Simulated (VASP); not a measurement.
# Sr3Co (P6_3/mmc) in VASP: single point with PBE

Aim: the single point of Sr3Co with PBE.

Program: VASP 6.6.1. These are calculated values, not measurements. Logs are shortened: lines on timing, memory, paths and dates and some standing lists are left out, and cuts for length are marked.

## Step 1: The cell of the first run

Symmetry: P6_3/mmc, No. 194, hexagonal system. The conventional cell has a = 7.554 Å, b = 7.554 Å, c = 5.754 Å, α = 90.00°, β = 90.00°, γ = 120.00°. Sr (site symmetry mm2) has 4 Co at 3.53 to 3.78 Å and 8 Sr at 3.54 to 4.02 Å within 4.6 Å. Within 4.6 Å of Co (site symmetry -6m2) lie 12 Sr at 3.53 to 3.78 Å.

## Step 2: Single point, PBE, collinear spin, ferromagnetic start

Input file INCAR:

```
SYSTEM = Sr3Co
  PREC = Accurate
  ENCUT = 600
  EDIFF = 1E-6
  ISMEAR = 0
  SIGMA = 0.1
  LREAL = .FALSE.
  LASPH = .TRUE.
  NELM = 200
  ALGO = Normal
  ISIF = 2
  LWAVE = .FALSE.
  LCHARG = .TRUE.
  ISPIN = 2
  MAGMOM = 0 0 0 0 0 0 1.15 1.15
  LORBIT = 11
  LMAXMIX = 4
  GGA = PE
  LELF = .TRUE.
  LVHAR = .TRUE.
  NBANDS = 53
  GGA_COMPAT = .FALSE.
```

Input file KPOINTS:

```
Automatic mesh
0
G
  3 3 4
  0 0 0
```

Input file POSCAR:

```
Sr3Co
1.0
    7.5542416697      0.0000000000      0.0000000000
   -3.7771208349      6.5421651923      0.0000000000
    0.0000000000      0.0000000000      5.7537156670
Sr Co
6 2
Direct
    0.8226948569      0.6453897137      0.2500000000
    0.1773051431      0.8226948569      0.7500000000
    0.3546102863      0.1773051431      0.2500000000
    0.1773051431      0.3546102863      0.7500000000
    0.8226948569      0.1773051431      0.2500000000
    0.6453897137      0.8226948569      0.7500000000
    0.3333333333      0.6666666667      0.2500000000
    0.6666666667      0.3333333333      0.7500000000
```

Potentials or basis: VASP PAW PBE potentials, release 64 (Sr_sv, Co).

On the command line:

```sh
> cat potpaw_PBE.64/Sr_sv/POTCAR potpaw_PBE.64/Co/POTCAR > POTCAR
> mpirun -np 1 vasp_std > vasp.out
```

OUTCAR:

```text
SYSTEM = Sr3Co
   PREC = Accurate
   ENCUT = 600
   EDIFF = 1E-6
   ISMEAR = 0
   LREAL = .FALSE.
   LASPH = .TRUE.
   NELM = 200
   ISIF = 2
   ISPIN = 2
   LORBIT = 11
   GGA = PE

 ion  position               nearest neighbor table
   1  0.823  0.645  0.250-   8 3.53   8 3.53   3 3.54   5 3.54   2 3.70   2 3.70   6 3.70   6 3.70
                             7 3.78   7 3.78   3 4.02   5 4.02   4 5.11   4 5.11   4 5.11   4 5.11
   2  0.177  0.823  0.750-   7 3.53   7 3.53   6 3.54   4 3.54   1 3.70   1 3.70   3 3.70   3 3.70
                             8 3.78   8 3.78   6 4.02   4 4.02   5 5.11   5 5.11   5 5.11   5 5.11
   3  0.355  0.177  0.250-   8 3.53   8 3.53   1 3.54   5 3.54   2 3.70   2 3.70   4 3.70   4 3.70
                             7 3.78   7 3.78   1 4.02   5 4.02   6 5.11   6 5.11   6 5.11   6 5.11
   4  0.177  0.355  0.750-   7 3.53   7 3.53   6 3.54   2 3.54   5 3.70   5 3.70   3 3.70   3 3.70
                             8 3.78   8 3.78   6 4.02   2 4.02   1 5.11   1 5.11   1 5.11   1 5.11
   5  0.823  0.177  0.250-   8 3.53   8 3.53   3 3.54   1 3.54   4 3.70   4 3.70   6 3.70   6 3.70
                             7 3.78   7 3.78   3 4.02   1 4.02   2 5.11   2 5.11   2 5.11   2 5.11
   6  0.645  0.823  0.750-   7 3.53   7 3.53   4 3.54   2 3.54   5 3.70   5 3.70   1 3.70   1 3.70
                             8 3.78   8 3.78   4 4.02   2 4.02   3 5.11   3 5.11   3 5.11   3 5.11
   7  0.333  0.667  0.250-   6 3.53   6 3.53   4 3.53   4 3.53   2 3.53   2 3.53   1 3.78   3 3.78
                             5 3.78   5 3.78   1 3.78   3 3.78
   8  0.667  0.333  0.750-   3 3.53   3 3.53   1 3.53   1 3.53   5 3.53   5 3.53   4 3.78   6 3.78
                             2 3.78   2 3.78   4 3.78   6 3.78

  LATTYP: Found a hexagonal cell.
 ALAT       =     7.5542416697
 C/A-ratio  =     0.7616536402

  Lattice vectors:

 A1 = (   7.5542416697,   0.0000000000,   0.0000000000)
 A2 = (  -3.7771208349,   6.5421651923,   0.0000000000)
 A3 = (   0.0000000000,   0.0000000000,   5.7537156670)

Analysis of symmetry for initial positions (statically):
=====================================================================
 Subroutine PRICEL returns:
 Original cell was already a primitive cell.

 Routine SETGRP: Setting up the symmetry group for a
 hexagonal supercell.

 Subroutine GETGRP returns: Found 24 space group operations
 (whereof 12 operations were pure point group operations)
 out of a pool of 24 trial point group operations.

The static configuration has the point symmetry D_3d.
 The point group associated with its full space group is D_6h.

Analysis of symmetry for dynamics (positions and initial velocities):
=====================================================================
 Subroutine PRICEL returns:
 Original cell was already a primitive cell.

 Routine SETGRP: Setting up the symmetry group for a
 hexagonal supercell.

 Subroutine GETGRP returns: Found 24 space group operations
 (whereof 12 operations were pure point group operations)
 out of a pool of 24 trial point group operations.

The dynamic configuration has the point symmetry D_3d.
 The point group associated with its full space group is D_6h.

Analysis of structural, dynamic, and magnetic symmetry:
=====================================================================
 Subroutine PRICEL returns:
 Original cell was already a primitive cell.

 Routine SETGRP: Setting up the symmetry group for a
 hexagonal supercell.

 Subroutine GETGRP returns: Found 24 space group operations
 (whereof 12 operations were pure point group operations)
 out of a pool of 24 trial point group operations.

The overall configuration has the point symmetry D_3d.
 The point group associated with its full space group is D_6h.

 Subroutine INISYM returns: Found 24 space group operations
 (whereof 12 operations are pure point group operations),
 and found     1 'primitive' translations

----------------------------------------------------------------------------------------

                                     Primitive cell

  volume of cell :     284.3549

  direct lattice vectors                    reciprocal lattice vectors
     7.554241670  0.000000000  0.000000000     0.132375961  0.076427297  0.000000000
    -3.777120835  6.542165192  0.000000000     0.000000000  0.152854593  0.000000000
     0.000000000  0.000000000  5.753715667     0.000000000  0.000000000  0.173800733

  length of vectors
     7.554241670  7.554241670  5.753715667     0.152854593  0.152854593  0.173800733

  position of ions in fractional coordinates (direct lattice)
     0.822694857  0.645389714  0.250000000
[... 68 lines left out ...]
   ISPIN  =      2    spin polarized calculation?
   LNONCOLLINEAR =      F non collinear calculations
   LSORBIT =      F    spin-orbit coupling
   LASPH  =      T    aspherical Exc in radial PAW
   ENCUT  =  600.0 eV  44.10 Ry    6.64 a.u.  15.09 15.09 11.49*2*pi/ulx,y,z
   NELM   =    200;   NELMIN=  2; NELMDL= -5     # of ELM steps
   EDIFF  = 0.1E-05   stopping-criterion for ELM
   LREAL  =      F    real-space projection
   EDIFFG = 0.1E-04   stopping-criterion for IOM
   NSW    =      0    number of steps for IOM
   IBRION =     -1    ionic relax: 0-MD 1-quasi-New 2-CG
   NFREE  =      0    steps in history (QN), initial steepest desc. (CG)
   ISIF   =      2    stress and relaxation
   ISYM   =      2    0-nonsym 1-usesym 2-fastsym
   POTIM  = 0.5000    time-step for ionic-motion
   TEBEG  =    0.0;   TEEND  =   0.0 temperature during run
   PSTRESS=    0.0 pullay stress
   NELECT =      78.0000    total number of electrons
   NUPDOWN=      -1.0000    fix difference up-down
   EMIN   =  10.00;   EMAX   =-10.00  energy-range for DOS
   EFERMI =   0.00;   METHOD = LEGACY
   ISMEAR =     0;   SIGMA  =   0.10  broadening in eV -4-tet -1-fermi 0-gaus
   EFERMI_NEDOS =   21; number of points for ismear=-14 and -15
   IALGO  =     38    algorithm
   IMIX   =      4    mixing-type and parameters
     AMIX     =   0.40;   BMIX     =  1.00
     AMIX_MAG =   1.60;   BMIX_MAG =  1.00
  volume/ion in A,a.u.               =      35.54       239.87
  Fermi-wavevector in a.u.,A,eV,Ry     =   1.063701  2.010103 15.394436  1.131459
  Thomas-Fermi vector in A             =   2.199194
   LORBIT       =     11    0 simple, 1 ext, 2 COOP (PROOUT), +10 PAW based schemes
   GGA     = PE    functional components
   LHFCALC =     F    Hartree Fock is set to
   AEXX    =    0.0000 exact exchange contribution
   IVDW    =     0    specifies the selected vdW correction
   LEPSILON=     F    determine dielectric tensor
   LRPA    =     F    only Hartree local field effects (RPA)
 spin polarized calculation
 Gauss-broadening in eV      SIGMA  =   0.10
  energy-cutoff  :      600.00
  volume of cell :      284.35
 maximum number of plane-waves:      9519
   NGX = 31   NGY = 31   NGZ = 23

 number of electron      78.0000010 magnetization       1.7427822

 Free energy of the ion-electron system (eV)
  ---------------------------------------------------
  ext. energy  EPLUGINS =         0.00000000
  ---------------------------------------------------
  free energy    TOTEN  =       -19.62871538 eV

  energy without entropy =      -19.58447516  energy(sigma->0) =      -19.60659527

 E-fermi :   2.7647     XC(G=0):  -8.5521

 val. band max:        2.7012736033   @ k =   0.3333   0.0000   0.0000
 cond. band min:       2.7665248249   @ k =   0.3333   0.3333   0.0000
 fundamental gap:      0.0652512216
 Fermi energy:         2.7647363345

 spin component 1

 k-point     1 :       0.0000    0.0000    0.0000
  band No.  band energies     occupation
      1     -33.3252      1.00000
      2     -33.2645      1.00000
      3     -33.2633      1.00000
      4     -33.2633      1.00000
      5     -33.2340      1.00000
      6     -33.2340      1.00000
[... 475 lines left out ...]
     50       4.5251      0.00000
     51       5.1157      0.00000
 Fermi energy:         2.7647363345

 spin component 2

 k-point     1 :       0.0000    0.0000    0.0000
  band No.  band energies     occupation
      1     -33.3600      1.00000
      2     -33.2987      1.00000
      3     -33.2973      1.00000
      4     -33.2973      1.00000
      5     -33.2677      1.00000
      6     -33.2677      1.00000
[... 475 lines left out ...]
     50       4.4893      0.00000
     51       5.1169      0.00000
 [bands above 51 left out]

------------------------ aborting loop because EDIFF is reached ----------------------------------------

  FORCE on cell =-STRESS in cart. coord.  units (eV):
  Direction    XX          YY          ZZ          XY          YZ          ZX
  --------------------------------------------------------------------------------------
  -------------------------------------------------------------------------------------
  Total        0.5720634      0.5720634      0.1747471     -0.0000000      0.0000000      0.0000000
  in kB        3.2232499      3.2232499      0.9846000     -0.0000000      0.0000000      0.0000000
  external PRESSURE =       2.4770333 kB  Pullay stress =       0.0000000 kB

 VOLUME and BASIS-vectors are now :
 -----------------------------------------------------------------------------
  energy-cutoff  :      600.00
  volume of cell :      284.35
      direct lattice vectors                 reciprocal lattice vectors
     7.554241670  0.000000000  0.000000000     0.132375961  0.076427297  0.000000000
    -3.777120835  6.542165192  0.000000000     0.000000000  0.152854593  0.000000000
     0.000000000  0.000000000  5.753715667     0.000000000  0.000000000  0.173800733

 POSITION                                       TOTAL-FORCE (eV/Angst)
 -----------------------------------------------------------------------------------
      3.77712      4.22225      1.43843         0.000000     -0.013384     -0.000000
     -1.76801      5.38221      4.31529         0.011591     -0.006692     -0.000000
      2.00911      1.15996      1.43843         0.011591      0.006692      0.000000
     -0.00000      2.31992      4.31529        -0.000000      0.013384      0.000000
      5.54513      1.15996      1.43843        -0.011591      0.006692     -0.000000
      1.76801      5.38221      4.31529        -0.011591     -0.006692      0.000000
     -0.00000      4.36144      1.43843         0.000000     -0.000000      0.000000
      3.77712      2.18072      4.31529         0.000000      0.000000      0.000000
 -----------------------------------------------------------------------------------
    total drift:                               -0.000001      0.000000     -0.000000

  FREE ENERGIE OF THE ION-ELECTRON SYSTEM (eV)
  ---------------------------------------------------
  free  energy   TOTEN  =       -19.6287153776 eV

  energy  without entropy=      -19.5844751599  energy(sigma->0) =      -19.60659527

 total charge

# of ion       s       p       d       tot
------------------------------------------
    1        2.064   5.720   0.212   7.996
    2        2.064   5.720   0.212   7.996
    3        2.064   5.720   0.212   7.996
    4        2.064   5.720   0.212   7.996
    5        2.064   5.720   0.212   7.996
    6        2.064   5.720   0.212   7.996
    7        0.416   0.120   7.248   7.785
    8        0.416   0.120   7.248   7.785
--------------------------------------------------
tot         13.218  34.559  15.769  63.547

 magnetization (x)

# of ion       s       p       d       tot
------------------------------------------
    1       -0.005  -0.008  -0.038  -0.051
    2       -0.005  -0.008  -0.038  -0.051
    3       -0.005  -0.008  -0.038  -0.051
    4       -0.005  -0.008  -0.038  -0.051
    5       -0.005  -0.008  -0.038  -0.051
    6       -0.005  -0.008  -0.038  -0.051
    7        0.022  -0.014   1.499   1.507
    8        0.022  -0.014   1.499   1.507
--------------------------------------------------
tot          0.013  -0.079   2.771   2.705
```

Run time: 29 min. Hardware: 1 thread of Intel Xeon 8259CL, shared host; peak memory 0.71 GiB.

Results:

| Quantity | Value |
| --- | --- |
| Free energy | -19.6287 eV |
| Pressure | 0.2 GPa |
| Largest force | 0.013 eV/Å |
| Net moment | 1.74 μB per cell |
| Site moments | Sr -0.05; Co +1.51 μB |
| Valence electrons inside the program's atomic spheres | Sr 8.00; Co 7.79 |

Forces on the atoms (eV/Å):
```
Sr   0.000 -0.013  0.000
Sr   0.012 -0.007  0.000
Sr   0.012  0.007  0.000
Sr   0.000  0.013  0.000
Sr  -0.012  0.007  0.000
Sr  -0.012 -0.007  0.000
Co   0.000  0.000  0.000
Co   0.000  0.000  0.000
```
